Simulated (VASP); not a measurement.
# Bi (P6/mmm) in VASP: further runs

Bi is run at these levels: LDA; tasks: single point.

Everything below comes from runs of VASP 6.6.1. Logs are shortened: lines on timing, memory, paths and dates and some standing lists are left out, and cuts for length are marked.

### 1 The cell of the first run

The structure is hexagonal, space group P6/mmm (No. 191). Conventional cell: a = 5.583 Å, b = 5.583 Å, c = 3.297 Å, α = 90.00°, β = 90.00°, γ = 120.00°. Within 4.3 Å of Bi (site symmetry 6/mmm) lie 14 Bi at 3.30 to 3.62 Å. Within 4.2 Å of Bi (site symmetry -6m2) lie 11 Bi at 3.22 to 3.62 Å.

This isn't the form of Bi at room conditions, which is rhombohedral.

### 2 Single point, LDA

Input file INCAR:

```
SYSTEM = Bi
PREC = Accurate
ENCUT = 520
EDIFF = 1E-6
ISMEAR = -1
SIGMA = 0.1
LREAL = .False.
LASPH = .True.
NELM = 60
ALGO = Normal
ISIF = 2
LWAVE = .False.
LCHARG = .True.
LELF = .True.
LVHAR = .True.
NBANDS = 30
```

Input file KPOINTS:

```
Automatic mesh
0
Gamma
  7 7 9
  0 0 0
```

Input file POSCAR:

```
Bi
1.0
    5.5829864379      0.0000000000      0.0000000000
   -2.7914932190      4.8350080842      0.0000000000
    0.0000000000      0.0000000000      3.2973142070
Bi
3
Direct
    0.0000000000      1.0000000000      0.0000000000
    0.3333333333      0.6666666667      0.5000000000
    0.6666666667      0.3333333333      0.5000000000
```

Potentials or basis: VASP PAW LDA potentials, release 64 (Bi_d).

On the command line:

```
> cat potpaw_LDA.64/Bi_d/POTCAR > POTCAR
> mpirun -np 1 vasp_std > vasp.out
```

OUTCAR:

```text
SYSTEM = Bi
   PREC = Accurate
   ENCUT = 520
   EDIFF = 1E-6
   ISMEAR = -1
   LREAL = .False.
   LASPH = .True.
   NELM = 60
   ISIF = 2

 ion  position               nearest neighbor table
   1  0.000  0.000  0.000-   2 3.62   3 3.62   2 3.62   3 3.62   3 3.62   3 3.62   2 3.62   2 3.62
                             3 3.62   3 3.62   2 3.62   2 3.62
   2  0.333  0.667  0.500-   3 3.22   3 3.22   3 3.22   1 3.62   1 3.62   1 3.62   1 3.62   1 3.62
                             1 3.62
   3  0.667  0.333  0.500-   2 3.22   2 3.22   2 3.22   1 3.62   1 3.62   1 3.62   1 3.62   1 3.62
                             1 3.62

  LATTYP: Found a hexagonal cell.
 ALAT       =     5.5829864379
 C/A-ratio  =     0.5906004329

  Lattice vectors:

 A1 = (   5.5829864379,   0.0000000000,   0.0000000000)
 A2 = (  -2.7914932190,   4.8350080842,   0.0000000000)
 A3 = (   0.0000000000,   0.0000000000,   3.2973142070)

Analysis of symmetry for initial positions (statically):
=====================================================================
 Subroutine PRICEL returns:
 Original cell was already a primitive cell.

 Routine SETGRP: Setting up the symmetry group for a
 hexagonal supercell.

 Subroutine GETGRP returns: Found 24 space group operations
 (whereof 24 operations were pure point group operations)
 out of a pool of 24 trial point group operations.

The static configuration has the point symmetry D_6h.

Analysis of symmetry for dynamics (positions and initial velocities):
=====================================================================
 Subroutine PRICEL returns:
 Original cell was already a primitive cell.

 Routine SETGRP: Setting up the symmetry group for a
 hexagonal supercell.

 Subroutine GETGRP returns: Found 24 space group operations
 (whereof 24 operations were pure point group operations)
 out of a pool of 24 trial point group operations.

The dynamic configuration has the point symmetry D_6h.

 Subroutine INISYM returns: Found 24 space group operations
 (whereof 24 operations are pure point group operations),
 and found     1 'primitive' translations

----------------------------------------------------------------------------------------

                                     Primitive cell

  volume of cell :      89.0070

  direct lattice vectors                    reciprocal lattice vectors
     5.582986438  0.000000000  0.000000000     0.179115606  0.103412443  0.000000000
    -2.791493219  4.835008084  0.000000000     0.000000000  0.206824887  0.000000000
     0.000000000  0.000000000  3.297314207     0.000000000  0.000000000  0.303277133

  length of vectors
     5.582986438  5.582986438  3.297314207     0.206824887  0.206824887  0.303277133

  position of ions in fractional coordinates (direct lattice)
     0.000000000  0.000000000  0.000000000
     0.333333333  0.666666667  0.500000000
     0.666666667  0.333333333  0.500000000

  ion indices of the primitive-cell ions
   primitive index   ion index
                 1           1
                 2           2
                 3           3

----------------------------------------------------------------------------------------

 KPOINTS: Automatic mesh

Automatic generation of k-mesh.
 Grid dimensions read from file:
 generate k-points for:    7    7    9

 Generating k-lattice:

  Cartesian coordinates                     Fractional coordinates (reciprocal lattice)
     0.025587944  0.014773206  0.000000000     0.142857143  0.000000000  0.000000000
     0.000000000  0.029546412  0.000000000     0.000000000  0.142857143  0.000000000
     0.000000000  0.000000000  0.033697459     0.000000000  0.000000000  0.111111111

  Length of vectors
     0.029546412  0.029546412  0.033697459

  Shift w.r.t. Gamma in fractional coordinates (k-lattice)
     0.000000000  0.000000000  0.000000000

 Subroutine IBZKPT returns following result:
 ===========================================

 Found     40 irreducible k-points:

 Following reciprocal coordinates:
            Coordinates               Weight
  0.000000  0.000000  0.000000      1.000000
  0.142857  0.000000  0.000000      6.000000
  0.285714  0.000000  0.000000      6.000000
  0.428571  0.000000  0.000000      6.000000
  0.142857  0.142857  0.000000      6.000000
  0.285714  0.142857  0.000000     12.000000
[... 16 lines left out ...]
  0.428571  0.142857  0.222222     12.000000
  0.285714  0.285714  0.222222     12.000000
 [... further k-points ...]
   k-points           NKPTS =     40   k-points in BZ     NKDIM =     40   number of bands    NBANDS=     30
   number of dos      NEDOS =    301   number of ions     NIONS =      3
   total plane-waves  NPLWV =  49392
   dimension x,y,z NGX =    42 NGY =   42 NGZ =   28
   dimension x,y,z NGXF=    84 NGYF=   84 NGZF=   56
   ions per type =               3
   NGX,Y,Z   is equivalent  to a cutoff of  12.51, 12.51, 14.12 a.u.
   NGXF,Y,Z  is equivalent  to a cutoff of  25.01, 25.01, 28.23 a.u.
 SYSTEM =  Bi
   PREC   = accura    normal or accurate (medium, high low for compatibility)
   ISTART =      0    job   : 0-new  1-cont  2-samecut
   ICHARG =      2    charge: 1-file 2-atom 10-const
   ISPIN  =      1    spin polarized calculation?
   LNONCOLLINEAR =      F non collinear calculations
   LSORBIT =      F    spin-orbit coupling
   LASPH  =      T    aspherical Exc in radial PAW
   ENCUT  =  520.0 eV  38.22 Ry    6.18 a.u.  10.38 10.38  6.13*2*pi/ulx,y,z
   NELM   =     60;   NELMIN=  2; NELMDL= -5     # of ELM steps
   EDIFF  = 0.1E-05   stopping-criterion for ELM
   LREAL  =      F    real-space projection
   EDIFFG = 0.1E-04   stopping-criterion for IOM
   NSW    =      0    number of steps for IOM
   IBRION =     -1    ionic relax: 0-MD 1-quasi-New 2-CG
   NFREE  =      0    steps in history (QN), initial steepest desc. (CG)
   ISIF   =      2    stress and relaxation
   ISYM   =      2    0-nonsym 1-usesym 2-fastsym
   POTIM  = 0.5000    time-step for ionic-motion
   TEBEG  =    0.0;   TEEND  =   0.0 temperature during run
   PSTRESS=    0.0 pullay stress
   NELECT =      45.0000    total number of electrons
   NUPDOWN=      -1.0000    fix difference up-down
   EMIN   =  10.00;   EMAX   =-10.00  energy-range for DOS
   EFERMI =   0.00;   METHOD = LEGACY
   ISMEAR =    -1;   SIGMA  =   0.10  broadening in eV -4-tet -1-fermi 0-gaus
   EFERMI_NEDOS =   21; number of points for ismear=-14 and -15
   IALGO  =     38    algorithm
   IMIX   =      4    mixing-type and parameters
     AMIX     =   0.40;   BMIX     =  1.00
     AMIX_MAG =   1.60;   BMIX_MAG =  1.00
  volume/ion in A,a.u.               =      29.67       200.22
  Fermi-wavevector in a.u.,A,eV,Ry     =   1.304180  2.464543 23.141962  1.700886
  Thomas-Fermi vector in A             =   2.435133
   LORBIT       =      0    0 simple, 1 ext, 2 COOP (PROOUT), +10 PAW based schemes
   GGA     = CA    functional components
   LHFCALC =     F    Hartree Fock is set to
   AEXX    =    0.0000 exact exchange contribution
   IVDW    =     0    specifies the selected vdW correction
   LEPSILON=     F    determine dielectric tensor
   LRPA    =     F    only Hartree local field effects (RPA)
 non-spin polarized calculation
  energy-cutoff  :      520.00
  volume of cell :       89.01
 maximum number of plane-waves:      2424
 NGX is ok and might be reduce to    42
   NGX = 21   NGY = 21   NGZ = 13

 number of electron      44.9999994 magnetization

 Free energy of the ion-electron system (eV)
  ---------------------------------------------------
  ext. energy  EPLUGINS =         0.00000000
  ---------------------------------------------------
  free energy    TOTEN  =       -13.38794518 eV

  energy without entropy =      -13.32289746  energy(sigma->0) =      -13.35542132

 E-fermi :   8.2894     XC(G=0): -10.7502

 val. band max:        8.2597503924   @ k =   0.4286   0.1429   0.4444
 cond. band min:       8.2936092758   @ k =   0.2857   0.1429   0.1111
 fundamental gap:      0.0338588833
 Fermi energy:         8.2893566707

 k-point     1 :       0.0000    0.0000    0.0000
  band No.  band energies     occupation
      1     -14.8495      2.00000
      2     -14.7384      2.00000
      3     -14.7230      2.00000
      4     -14.7143      2.00000
      5     -14.7143      2.00000
      6     -14.6278      2.00000
[... 22 lines left out ...]
     29      18.0416      0.00000
     30      18.4898      0.00000

 k-point     2 :       0.1429    0.0000    0.0000
  band No.  band energies     occupation
      1     -14.8464      2.00000
      2     -14.7486      2.00000
      3     -14.7392      2.00000
      4     -14.7262      2.00000
      5     -14.6958      2.00000
      6     -14.6358      2.00000
[... 22 lines left out ...]
     29      17.6992      0.00000
     30      17.8394      0.00000

 k-point     3 :       0.2857    0.0000    0.0000
  band No.  band energies     occupation
      1     -14.8380      2.00000
      2     -14.7802      2.00000
      3     -14.7478      2.00000
      4     -14.7413      2.00000
      5     -14.6912      2.00000
      6     -14.6467      2.00000
[... 22 lines left out ...]
     29      16.4943      0.00000
     30      17.0954      0.00000

 k-point     4 :       0.4286    0.0000    0.0000
  band No.  band energies     occupation
      1     -14.8256      2.00000
      2     -14.8068      2.00000
      3     -14.7620      2.00000
      4     -14.7432      2.00000
      5     -14.6954      2.00000
      6     -14.6531      2.00000
[... 22 lines left out ...]
     29      15.4488      0.00000
     30      16.3392      0.00000

 k-point     5 :       0.1429    0.1429    0.0000
  band No.  band energies     occupation
      1     -14.8407      2.00000
      2     -14.7701      2.00000
      3     -14.7470      2.00000
      4     -14.7403      2.00000
      5     -14.6853      2.00000
      6     -14.6405      2.00000
[... 22 lines left out ...]
     29      16.6974      0.00000
     30      17.2419      0.00000
[... 526 lines left out ...]
     29      15.8037      0.00000
     30      17.2272      0.00000

 k-point    22 :       0.2857    0.1429    0.2222
  band No.  band energies     occupation
      1     -14.7755      2.00000
      2     -14.7506      2.00000
      3     -14.7361      2.00000
      4     -14.6869      2.00000
      5     -14.6669      2.00000
      6     -14.6434      2.00000
[... 22 lines left out ...]
     29      15.7229      0.00000
     30      17.0566      0.00000

 k-point    23 :       0.4286    0.1429    0.2222
  band No.  band energies     occupation
      1     -14.7808      2.00000
      2     -14.7557      2.00000
      3     -14.7364      2.00000
      4     -14.6863      2.00000
      5     -14.6640      2.00000
      6     -14.6403      2.00000
[... 22 lines left out ...]
     29      15.4523      0.00000
     30      16.9007      0.00000

 k-point    24 :       0.2857    0.2857    0.2222
  band No.  band energies     occupation
      1     -14.7851      2.00000
      2     -14.7461      2.00000
      3     -14.7410      2.00000
      4     -14.6885      2.00000
      5     -14.6581      2.00000
      6     -14.6449      2.00000
[... 22 lines left out ...]
     29      15.7954      0.00000
     30      16.0658      0.00000

 [... further k-points ...]

------------------------ aborting loop because EDIFF is reached ----------------------------------------

  FORCE on cell =-STRESS in cart. coord.  units (eV):
  Direction    XX          YY          ZZ          XY          YZ          ZX
  --------------------------------------------------------------------------------------
  -------------------------------------------------------------------------------------
  Total        0.0372401      0.0372401      0.0534232     -0.0000000     -0.0000000      0.0000000
  in kB        0.6703425      0.6703425      0.9616483     -0.0000000     -0.0000000      0.0000000
  external PRESSURE =       0.7674444 kB  Pullay stress =       0.0000000 kB

 VOLUME and BASIS-vectors are now :
 -----------------------------------------------------------------------------
  energy-cutoff  :      520.00
  volume of cell :       89.01
      direct lattice vectors                 reciprocal lattice vectors
     5.582986438  0.000000000  0.000000000     0.179115606  0.103412443  0.000000000
    -2.791493219  4.835008084  0.000000000     0.000000000  0.206824887  0.000000000
     0.000000000  0.000000000  3.297314207     0.000000000  0.000000000  0.303277133

 POSITION                                       TOTAL-FORCE (eV/Angst)
 -----------------------------------------------------------------------------------
      0.00000      0.00000      0.00000        -0.000000      0.000000      0.000000
     -0.00000      3.22334      1.64866        -0.000000      0.000000      0.000000
      2.79149      1.61167      1.64866         0.000000     -0.000000      0.000000
 -----------------------------------------------------------------------------------
    total drift:                               -0.000000      0.000000     -0.000000

  FREE ENERGIE OF THE ION-ELECTRON SYSTEM (eV)
  ---------------------------------------------------
  free  energy   TOTEN  =       -13.3879451764 eV

  energy  without entropy=      -13.3228974601  energy(sigma->0) =      -13.35542132
```

It took 1.8 min on 1 thread of Intel Xeon 8259CL, shared host; peak memory 0.22 GiB.

What came out:

```yaml
Free_energy: -13.3879 eV
Pressure: 0.1 GPa
Band_gap_on_the_k_mesh: zero (an odd number of electrons rules out a gap without spin polarisation)
```

Caveat: spin-orbit coupling is left out, which moves the levels of the heavy elements.

### 3 Single point, LDA (26.11 Å³/atom)

This run uses another cell than the first one, of 26.11 Å³/atom.

Input file INCAR:

```
PREC = Accurate
ENCUT = 520
EDIFF = 1E-7
ISMEAR = -1
SIGMA = 0.1
LREAL = False
LASPH = True
NELM = 80
ALGO = Normal
ISIF = 2
LWAVE = False
LCHARG = False
NBANDS = 30
```

Input file KPOINTS:

```
Automatic mesh
0
Gamma
  8 8 11
```

Input file POSCAR:

```
Bi
1.0
    5.3500864161      0.0000000000      0.0000000000
   -2.6750432081      4.6333107488      0.0000000000
    0.0000000000      0.0000000000      3.1597633533
Bi
3
Direct
    0.0000000000      1.0000000000      0.0000000000
    0.3333333333      0.6666666667      0.5000000000
    0.6666666667      0.3333333333      0.5000000000
```

Potentials or basis: VASP PAW LDA potentials, release 64 (Bi_d).

On the command line:

```
> cat potpaw_LDA.64/Bi_d/POTCAR > POTCAR
> mpirun -np 1 vasp_std > vasp.out
```

It took 1.9 min on 1 thread of Intel Xeon 8259CL, shared host; peak memory 0.23 GiB.

It converged, with:

```
Free energy            : -13.0577 eV
Pressure               : 10.7 GPa
Band gap on the k mesh : zero (an odd number of electrons rules out a gap without spin polarisation)
```

Stress tensor (GPa, compression positive):
```
10.49  0.00  0.00
 0.00 10.49  0.00
 0.00  0.00 11.21
```

Levels at points of the mesh, in eV from the Fermi level:
| k point | band 18 | band 19 | band 20 | band 21 | band 22 | band 23 | band 24 | band 25 | band 26 | band 27 |
| --- | --- | --- | --- | --- | --- | --- | --- | --- | --- | --- |
| (0.00, 0.00, 0.00) | -10.12 | -4.26 | -4.26 | -4.02 | -4.02 | 1.90 | 6.25 | 6.25 | 6.51 | 6.96 |
| (0.50, 0.00, 0.00) | -10.94 | -6.25 | -1.41 | -1.23 | 1.27 | 1.50 | 2.28 | 3.91 | 3.93 | 5.93 |

Caveat: the cell stands under pressure; spin-orbit coupling is left out, which moves the levels of the heavy elements.

(Part 1 of 2 ends here.)
